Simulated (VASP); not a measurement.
Set up this calculation in VASP 6.6.1, as the native input.

- Task: single point
- Functional: PBE
- Potentials or basis: VASP PAW PBE potentials, release 64 (Ta_pv, N)
- Cutoff: 520 eV
- k mesh: 11 × 11 × 11
- Occupations: methfessel-paxton, width 0.05 eV
- Spin: no spin polarisation
- Dipole correction: no
- Further INCAR settings: ALGO = Normal; EDIFF = 1e-06; NBANDS = 15

The structure of TaN lies in POSCAR:

```
TaN
1.0
    0.0000000000      2.2076743409      2.2076743409
    2.2076743409      0.0000000000      2.2076743409
    2.2076743409      2.2076743409      0.0000000000
Ta N
1 1
Direct
    0.5000000000      0.5000000000      0.5000000000
    0.0000000000      0.0000000000      0.0000000000
```

These files were run (other wordings do the same):

INCAR

```
SYSTEM = TaN
ALGO = Normal
EDIFF = 1E-6
ENCUT = 520
GGA = PE
ISIF = 2
ISMEAR = 1
LASPH = .True.
LCHARG = .False.
LREAL = .False.
LWAVE = .False.
NBANDS = 15
NELM = 80
PREC = Accurate
SIGMA = 0.05
```

KPOINTS

```
k-points
0
Gamma
  11 11 11
  0 0 0
```

Potentials or basis: VASP PAW PBE potentials, release 64 (Ta_pv, N).

The run is started by

```sh
$ cat potpaw_PBE.64/Ta_pv/POTCAR potpaw_PBE.64/N/POTCAR > POTCAR
$ mpirun -np 1 vasp_std > vasp.out
```

Results of the run:

```
Pressure               : 1.2 GPa
Band gap on the k mesh : zero (band 8 reaches 11.06 eV, above the bottom of band 9 at 7.34 eV)
```

Caveat: spin-orbit coupling is left out, which moves the levels of the heavy elements.

Wall time 11 s on 1 thread of Intel(R) Xeon(R) Platinum 8259CL CPU @ 2.50GHz (Skylake/Cascade Lake), with other jobs on the host, peak memory 0.15 GiB.
